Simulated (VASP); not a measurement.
Wanted: the native input for a VASP 6.6.1 run.

| Quantity | Value |
| --- | --- |
| Task | single point |
| Functional | LDA |
| Potentials or basis | VASP PAW LDA potentials, release 64 (Mg) |
| Cutoff | 520 eV |
| k mesh | 12 × 12 × 8 |
| Occupations | gaussian, width 0.1 eV |
| Spin | no spin polarisation |
| Dipole correction | no |
| Further INCAR settings | ALGO = Normal; EDIFF = 1e-06; NBANDS = 9 |

The structure of Mg lies in POSCAR:

```
Mg
1.0
    3.1506839594      0.0000000000      0.0000000000
   -1.5753419797      2.7285723481      0.0000000000
    0.0000000000      0.0000000000      5.0241572917
Mg
2
Direct
    0.3333333333      0.6666666667      0.2500000000
    0.6666666667      0.3333333333      0.7500000000
```

The input as run:

INCAR

```
SYSTEM = Mg
PREC = Accurate
ENCUT = 520
EDIFF = 1E-6
ISMEAR = 0
SIGMA = 0.1
LREAL = .FALSE.
LASPH = .TRUE.
NELM = 60
ALGO = Normal
ISIF = 2
LWAVE = .FALSE.
LCHARG = .FALSE.
GGA = CA
NBANDS = 9
```

KPOINTS

```
regular mesh
0
G
  12 12 8
  0 0 0
```

Potentials or basis: VASP PAW LDA potentials, release 64 (Mg).

The run is started by

```sh
$ cat potpaw_LDA.64/Mg/POTCAR > POTCAR
$ mpirun -np 1 vasp_std > vasp.out
```

Results of the run:

```
Pressure               : -0.3 GPa
Band gap on the k mesh : zero (bands 2 and 3 overlap by 2.07 eV)
```

Wall time 9.9 s on 1 thread of Intel(R) Xeon(R) 6975P-C (Granite Rapids), with other jobs on the host, peak memory 0.16 GiB.
